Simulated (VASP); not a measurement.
Here is a VASP 6.6.1 calculation.

Contents of POSCAR:

```
TlBr
1.0
    3.9461936984      0.0000000000      0.0000000000
    0.0000000000      3.9461936984      0.0000000000
    0.0000000000      0.0000000000      3.9461936984
Tl Br
1 1
Direct
    0.0000000000      0.0000000000      0.0000000000
    0.5000000000      0.5000000000      0.5000000000
```

The input INCAR.step1:

```
SYSTEM = TlBr
PREC = Accurate ; ENCUT = 440
EDIFF = 1E-5 ; ISMEAR = 0
SIGMA = 0.01 ; LREAL = .False.
LASPH = .True. ; NELM = 120
ALGO = Normal ; ISIF = 2
LWAVE = .True. ; GGA = PE
NBANDS = 17 ; GGA_COMPAT = .False.
```

Contents of INCAR.step2:

```
SYSTEM = TlBr
PREC = Accurate ; ENCUT = 440
EDIFF = 1E-6 ; ISMEAR = 0
SIGMA = 0.01 ; LREAL = .False.
LASPH = .True. ; NELM = 120
ALGO = Normal ; ISIF = 2
LWAVE = .False. ; LCHARG = .True.
METAGGA = R2SCAN ; LHFCALC = .True.
AEXX = 0.1 ; LMIXTAU = .True.
PRECFOCK = Normal ; LELF = .True.
LVHAR = .True. ; ISTART = 1
NBANDS = 17 ; GGA_COMPAT = .False.
```

The input KPOINTS:

```
Automatic mesh
0
Gamma
  4 4 4
  0 0 0
```

Potentials or basis: VASP PAW PBE potentials, release 64 (Tl_d, Br).

Command:

```sh
$ cat potpaw_PBE.64/Tl_d/POTCAR potpaw_PBE.64/Br/POTCAR > POTCAR
$ cp INCAR.step1 INCAR
$ mpirun -np 1 vasp_std > vasp.out
$ cp INCAR.step2 INCAR
$ mpirun -np 1 vasp_std > vasp.out
```

(1) Predict the band gap on the k mesh.

(2) Predict the pressure.

Results:

(1) 2.71 eV.

(2) 1.1 GPa.

Caveat: the PAW data sets were made with another functional, which shifts forces and pressure a little; spin-orbit coupling is left out, which moves the levels of the heavy elements.
